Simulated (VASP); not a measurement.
Runs of VASP 6.6.1 on Ti. The structure is that of space group Fd-3m (No. 227), or close to it. The cells are those of the table. 

```tsv
task	cell	cutoff (eV)	gap on the mesh (eV)	pressure (GPa)
relaxation of cell and atoms	relaxed to 140 GPa from a = 3.093 Å, angles 60.0°, 2 atoms	600	none	140.1
single point	a = 3.036 Å, angles 60.0°, 2 atoms	520	none	160.4
single point	a = 3.032 Å, angles 60.0°, 2 atoms	520	none	(a)
relaxation of cell and atoms	relaxed to 140 GPa from a = 3.032 Å, angles 60.0°, 2 atoms	600	none	140.0
```

Alike in all rows: level LDA; potentials or basis VASP PAW LDA potentials, release 64 (Ti_sv); no spin polarisation; k mesh 14 × 14 × 14; smearing fermi-dirac 0.1 eV.

Q: Fill in the values left out.

A: (a) 163.5.

Caveats: the cell is relaxed towards a set pressure, so the enthalpy falls and the energy may rise (some runs).

A gap of «none» marks levels without a gap at the run's occupations.
